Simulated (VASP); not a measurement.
# CdSe (zincblende type) (F-43m) in VASP: notebook

Runs on CdSe (zincblende type). Level: LDA. Tasks: single point, relaxation of cell and atoms.

Program: VASP 6.6.1. These are calculated values, not measurements. Logs are shortened: lines on timing, memory, paths and dates and some standing lists are left out, and cuts for length are marked.

### Step 1. The cell of the first run

The structure is cubic, space group F-43m (No. 216). Conventional cell: a = 4.832 Å, b = 4.832 Å, c = 4.832 Å, α = 90.00°, β = 90.00°, γ = 90.00°. Cd (site symmetry -43m) has 4 Se at 2.09 Å within 2.8 Å. Se (site symmetry -43m) has 4 Cd at 2.09 Å within 2.8 Å.

### Step 2. Single point, LDA, collinear spin, ferromagnetic start

The input, INCAR:

```
PREC = Accurate
ENCUT = 520
EDIFF = 1E-7
ISMEAR = -4
SIGMA = 0.1
LREAL = F
LASPH = T
NELM = 150
ALGO = Normal
ISIF = 2
LWAVE = F
LCHARG = F
ISPIN = 2
MAGMOM = 2 3
LORBIT = 11
GGA = CA
NBANDS = 20
```

The input, KPOINTS:

```
Automatic mesh
0
Gamma
  12 12 12
```

The input, POSCAR:

```
CdSe
1.0
    0.0000000000      2.4159587120      2.4159587120
    2.4159587120      0.0000000000      2.4159587120
    2.4159587120      2.4159587120      0.0000000000
Cd Se
1 1
Direct
    0.0000000000      0.0000000000      0.0000000000
    0.2500000000      0.2500000000      0.2500000000
```

Potentials or basis: VASP PAW LDA potentials, release 64 (Cd, Se).

Run with:

```bash
$ cat potpaw_LDA.64/Cd/POTCAR potpaw_LDA.64/Se/POTCAR > POTCAR
$ mpirun -np 1 vasp_std > vasp.out
```

OUTCAR:

```text
PREC = Accurate
   ENCUT = 520
   EDIFF = 1E-7
   ISMEAR = -4
   LREAL = F
   LASPH = T
   NELM = 150
   ISIF = 2
   ISPIN = 2
   LORBIT = 11
   GGA = CA

 ion  position               nearest neighbor table
   1  0.000  0.000  0.000-   2 2.09   2 2.09   2 2.09   2 2.09
   2  0.250  0.250  0.250-   1 2.09   1 2.09   1 2.09   1 2.09

  LATTYP: Found a face centered cubic cell.
 ALAT       =     4.8319174240

  Lattice vectors:

 A1 = (   0.0000000000,   2.4159587120,   2.4159587120)
 A2 = (   2.4159587120,   0.0000000000,   2.4159587120)
 A3 = (   2.4159587120,   2.4159587120,   0.0000000000)

Analysis of symmetry for initial positions (statically):
=====================================================================
 Subroutine PRICEL returns:
 Original cell was already a primitive cell.

 Routine SETGRP: Setting up the symmetry group for a
 face centered cubic supercell.

 Subroutine GETGRP returns: Found 24 space group operations
 (whereof 24 operations were pure point group operations)
 out of a pool of 48 trial point group operations.

The static configuration has the point symmetry T_d .

Analysis of symmetry for dynamics (positions and initial velocities):
=====================================================================
 Subroutine PRICEL returns:
 Original cell was already a primitive cell.

 Routine SETGRP: Setting up the symmetry group for a
 face centered cubic supercell.

 Subroutine GETGRP returns: Found 24 space group operations
 (whereof 24 operations were pure point group operations)
 out of a pool of 48 trial point group operations.

The dynamic configuration has the point symmetry T_d .

Analysis of structural, dynamic, and magnetic symmetry:
=====================================================================
 Subroutine PRICEL returns:
 Original cell was already a primitive cell.

 Routine SETGRP: Setting up the symmetry group for a
 face centered cubic supercell.

 Subroutine GETGRP returns: Found 24 space group operations
 (whereof 24 operations were pure point group operations)
 out of a pool of 48 trial point group operations.

The overall configuration has the point symmetry T_d .

 Subroutine INISYM returns: Found 24 space group operations
 (whereof 24 operations are pure point group operations),
 and found     1 'primitive' translations

----------------------------------------------------------------------------------------

                                     Primitive cell

  volume of cell :      28.2032

  direct lattice vectors                    reciprocal lattice vectors
     0.000000000  2.415958712  2.415958712    -0.206957179  0.206957179  0.206957179
     2.415958712  0.000000000  2.415958712     0.206957179 -0.206957179  0.206957179
     2.415958712  2.415958712  0.000000000     0.206957179  0.206957179 -0.206957179

  length of vectors
     3.416681577  3.416681577  3.416681577     0.358460349  0.358460349  0.358460349

  position of ions in fractional coordinates (direct lattice)
     0.000000000  0.000000000  0.000000000
     0.250000000  0.250000000  0.250000000

  ion indices of the primitive-cell ions
   primitive index   ion index
                 1           1
                 2           2

----------------------------------------------------------------------------------------

 KPOINTS: Automatic mesh

Automatic generation of k-mesh.
 Grid dimensions read from file:
 generate k-points for:   12   12   12

 Generating k-lattice:

  Cartesian coordinates                     Fractional coordinates (reciprocal lattice)
    -0.017246432  0.017246432  0.017246432     0.083333333  0.000000000  0.000000000
     0.017246432 -0.017246432  0.017246432     0.000000000  0.083333333  0.000000000
     0.017246432  0.017246432 -0.017246432     0.000000000  0.000000000  0.083333333

  Length of vectors
     0.029871696  0.029871696  0.029871696

  Shift w.r.t. Gamma in fractional coordinates (k-lattice)
     0.000000000  0.000000000  0.000000000

 TETIRR: Found    247 inequivalent tetrahedra from    10368

 Subroutine IBZKPT returns following result:
 ===========================================

 Found     72 irreducible k-points:

 Following reciprocal coordinates:
            Coordinates               Weight
  0.000000  0.000000  0.000000      1.000000
  0.083333  0.000000  0.000000      8.000000
  0.166667  0.000000  0.000000      8.000000
  0.250000  0.000000  0.000000      8.000000
  0.333333  0.000000  0.000000      8.000000
  0.416667  0.000000  0.000000      8.000000
[... 16 lines left out ...]
  0.500000  0.166667  0.000000     24.000000
 -0.416667  0.166667  0.000000     24.000000
 [... further k-points ...]
   k-points           NKPTS =     72   k-points in BZ     NKDIM =     72   number of bands    NBANDS=     20
   number of dos      NEDOS =    301   number of ions     NIONS =      2
   total plane-waves  NPLWV =  21952
   dimension x,y,z NGX =    28 NGY =   28 NGZ =   28
   dimension x,y,z NGXF=    56 NGYF=   56 NGZF=   56
   ions per type =               1   1
   NGX,Y,Z   is equivalent  to a cutoff of  13.62, 13.62, 13.62 a.u.
   NGXF,Y,Z  is equivalent  to a cutoff of  27.25, 27.25, 27.25 a.u.
 SYSTEM =  unknown system
   PREC   = accura    normal or accurate (medium, high low for compatibility)
   ISTART =      0    job   : 0-new  1-cont  2-samecut
   ICHARG =      2    charge: 1-file 2-atom 10-const
   ISPIN  =      2    spin polarized calculation?
   LNONCOLLINEAR =      F non collinear calculations
   LSORBIT =      F    spin-orbit coupling
   LASPH  =      T    aspherical Exc in radial PAW
   ENCUT  =  520.0 eV  38.22 Ry    6.18 a.u.   6.35  6.35  6.35*2*pi/ulx,y,z
   NELM   =    150;   NELMIN=  2; NELMDL= -5     # of ELM steps
   EDIFF  = 0.1E-06   stopping-criterion for ELM
   LREAL  =      F    real-space projection
   EDIFFG = 0.1E-05   stopping-criterion for IOM
   NSW    =      0    number of steps for IOM
   IBRION =     -1    ionic relax: 0-MD 1-quasi-New 2-CG
   NFREE  =      0    steps in history (QN), initial steepest desc. (CG)
   ISIF   =      2    stress and relaxation
   ISYM   =      2    0-nonsym 1-usesym 2-fastsym
   POTIM  = 0.5000    time-step for ionic-motion
   TEBEG  =    0.0;   TEEND  =   0.0 temperature during run
   PSTRESS=    0.0 pullay stress
   NELECT =      18.0000    total number of electrons
   NUPDOWN=      -1.0000    fix difference up-down
   EMIN   =  10.00;   EMAX   =-10.00  energy-range for DOS
   EFERMI =   0.00;   METHOD = LEGACY
   ISMEAR =    -4;   SIGMA  =   0.10  broadening in eV -4-tet -1-fermi 0-gaus
   EFERMI_NEDOS =   21; number of points for ismear=-14 and -15
   IALGO  =     38    algorithm
   IMIX   =      4    mixing-type and parameters
     AMIX     =   0.40;   BMIX     =  1.00
     AMIX_MAG =   1.60;   BMIX_MAG =  1.00
  volume/ion in A,a.u.               =      14.10        95.16
  Fermi-wavevector in a.u.,A,eV,Ry     =   1.409504  2.663575 27.030696  1.986700
  Thomas-Fermi vector in A             =   2.531553
   LORBIT       =     11    0 simple, 1 ext, 2 COOP (PROOUT), +10 PAW based schemes
   GGA     = CA    functional components
   LHFCALC =     F    Hartree Fock is set to
   AEXX    =    0.0000 exact exchange contribution
   IVDW    =     0    specifies the selected vdW correction
   LEPSILON=     F    determine dielectric tensor
   LRPA    =     F    only Hartree local field effects (RPA)
 spin polarized calculation
 Fermi weights with tetrahedron method witout Bloechl corrections
  energy-cutoff  :      520.00
  volume of cell :       28.20
 maximum number of plane-waves:       769
 NGX is ok and might be reduce to    28
   NGX = 13   NGY = 13   NGZ = 13

 number of electron      17.9999999 magnetization      -0.0010465

 number of electron      17.9999999 magnetization       0.0000100

 Free energy of the ion-electron system (eV)
  ---------------------------------------------------
  ext. energy  EPLUGINS =         0.00000000
  ---------------------------------------------------
  free energy    TOTEN  =         1.24400277 eV

  energy without entropy =        1.24400277  energy(sigma->0) =        1.24400277

 E-fermi :   9.9312     XC(G=0): -12.7225

 val. band max:        9.9135584836   @ k =   0.0000   0.0000   0.0000
 cond. band min:      10.9206205265   @ k =   0.5000   0.5000   0.0000
 fundamental gap:      1.0070620429
 Fermi energy:         9.9311541485

 spin component 1

 k-point     1 :       0.0000    0.0000    0.0000
  band No.  band energies     occupation
      1      -9.7956      1.00000
      2      -3.8935      1.00000
      3      -3.8935      1.00000
      4      -3.8935      1.00000
      5      -2.2522      1.00000
      6      -2.2522      1.00000
[... 12 lines left out ...]
     19      22.3273      0.00000
     20      28.6336      0.00000

 k-point     2 :       0.0833    0.0000    0.0000
  band No.  band energies     occupation
      1      -9.7088      1.00000
      2      -3.8839      1.00000
      3      -3.8593      1.00000
      4      -3.8593      1.00000
      5      -2.2598      1.00000
      6      -2.2598      1.00000
[... 12 lines left out ...]
     19      23.8922      0.00000
     20      29.3398      0.00000

 k-point     3 :       0.1667    0.0000    0.0000
  band No.  band energies     occupation
      1      -9.4682      1.00000
      2      -3.8229      1.00000
      3      -3.7705      1.00000
      4      -3.7705      1.00000
      5      -2.2713      1.00000
      6      -2.2713      1.00000
[... 12 lines left out ...]
     19      25.8204      0.00000
     20      31.1966      0.00000

 k-point     4 :       0.2500    0.0000    0.0000
  band No.  band energies     occupation
      1      -9.1348      1.00000
      2      -3.6639      1.00000
      3      -3.6639      1.00000
      4      -3.6207      1.00000
      5      -2.2602      1.00000
      6      -2.2602      1.00000
[... 429 lines left out ...]
 k-point    23 :       0.5000    0.1667    0.0000
  band No.  band energies     occupation
      1      -8.3860      1.00000
      2      -3.5502      1.00000
      3      -3.3207      1.00000
      4      -2.6500      1.00000
      5      -2.0933      1.00000
      6      -1.3119      1.00000
[... 12 lines left out ...]
     19      31.7999      0.00000
     20      32.8241      0.00000

 k-point    24 :      -0.4167    0.1667    0.0000
  band No.  band energies     occupation
      1      -8.3672      1.00000
      2      -3.5316      1.00000
      3      -3.3374      1.00000
      4      -2.4896      1.00000
      5      -2.1769      1.00000
      6      -1.0490      1.00000
[... 12 lines left out ...]
     19      30.4951      0.00000
     20      31.7096      0.00000

 [... further k-points ...]

 spin component 2

 k-point     1 :       0.0000    0.0000    0.0000
  band No.  band energies     occupation
      1      -9.7956      1.00000
      2      -3.8935      1.00000
      3      -3.8935      1.00000
      4      -3.8935      1.00000
      5      -2.2522      1.00000
      6      -2.2522      1.00000
[... 12 lines left out ...]
     19      22.3273      0.00000
     20      28.6336      0.00000

 k-point     2 :       0.0833    0.0000    0.0000
  band No.  band energies     occupation
      1      -9.7088      1.00000
      2      -3.8840      1.00000
      3      -3.8593      1.00000
      4      -3.8593      1.00000
      5      -2.2598      1.00000
      6      -2.2598      1.00000
[... 12 lines left out ...]
     19      23.8922      0.00000
     20      29.3397      0.00000

 k-point     3 :       0.1667    0.0000    0.0000
  band No.  band energies     occupation
      1      -9.4682      1.00000
      2      -3.8229      1.00000
      3      -3.7705      1.00000
      4      -3.7705      1.00000
      5      -2.2714      1.00000
      6      -2.2714      1.00000
[... 12 lines left out ...]
     19      25.8204      0.00000
     20      31.1966      0.00000

 k-point     4 :       0.2500    0.0000    0.0000
  band No.  band energies     occupation
      1      -9.1349      1.00000
      2      -3.6640      1.00000
      3      -3.6640      1.00000
      4      -3.6208      1.00000
      5      -2.2603      1.00000
      6      -2.2603      1.00000
[... 429 lines left out ...]
 k-point    23 :       0.5000    0.1667    0.0000
  band No.  band energies     occupation
      1      -8.3860      1.00000
      2      -3.5503      1.00000
      3      -3.3207      1.00000
      4      -2.6501      1.00000
      5      -2.0933      1.00000
      6      -1.3120      1.00000
[... 12 lines left out ...]
     19      31.7999      0.00000
     20      32.8241      0.00000

 k-point    24 :      -0.4167    0.1667    0.0000
  band No.  band energies     occupation
      1      -8.3672      1.00000
      2      -3.5316      1.00000
      3      -3.3375      1.00000
      4      -2.4896      1.00000
      5      -2.1769      1.00000
      6      -1.0491      1.00000
[... 12 lines left out ...]
     19      30.4951      0.00000
     20      31.7095      0.00000

 [... further k-points ...]
[... 5 lines left out ...]
  --------------------------------------------------------------------------------------
  -------------------------------------------------------------------------------------
  Total       31.8658131     31.8658131     31.8658131     -0.0000000     -0.0000000     -0.0000000
  in kB     1810.2437934   1810.2437934   1810.2437934     -0.0000000     -0.0000000     -0.0000000
  external PRESSURE =    1810.2437934 kB  Pullay stress =       0.0000000 kB

 VOLUME and BASIS-vectors are now :
 -----------------------------------------------------------------------------
  energy-cutoff  :      520.00
  volume of cell :       28.20
      direct lattice vectors                 reciprocal lattice vectors
     0.000000000  2.415958712  2.415958712    -0.206957179  0.206957179  0.206957179
     2.415958712  0.000000000  2.415958712     0.206957179 -0.206957179  0.206957179
     2.415958712  2.415958712  0.000000000     0.206957179  0.206957179 -0.206957179

 POSITION                                       TOTAL-FORCE (eV/Angst)
 -----------------------------------------------------------------------------------
      0.00000      0.00000      0.00000         0.000000      0.000000     -0.000000
      1.20798      1.20798      1.20798        -0.000000     -0.000000      0.000000
 -----------------------------------------------------------------------------------
    total drift:                                0.000001      0.000001      0.000001

  FREE ENERGIE OF THE ION-ELECTRON SYSTEM (eV)
  ---------------------------------------------------
  free  energy   TOTEN  =         1.2440027687 eV

  energy  without entropy=        1.2440027687  energy(sigma->0) =        1.24400277

 total charge

# of ion       s       p       d       tot
------------------------------------------
    1        0.722   1.061   9.727  11.509
    2        1.470   2.947   0.196   4.613
--------------------------------------------------
tot          2.192   4.008   9.922  16.122

 magnetization (x)

# of ion       s       p       d       tot
------------------------------------------
    1        0.000   0.000   0.000   0.000
    2        0.000   0.000   0.000   0.000
--------------------------------------------------
tot          0.000   0.000   0.000   0.000
```

Wall time 64 s (1 thread of Intel Xeon 6975P-C, shared host); peak memory 0.2 GiB.

What came out:

* Free energy: 1.2440 eV
* Pressure: 181.0 GPa
* Band gap on the k mesh: 1.01 eV, indirect (least direct gap 1.22 eV)
* Net moment: 0.00 μB per cell
* Valence electrons inside the program's atomic spheres: Cd 11.51; Se 4.61

[end of part 1 of 2]
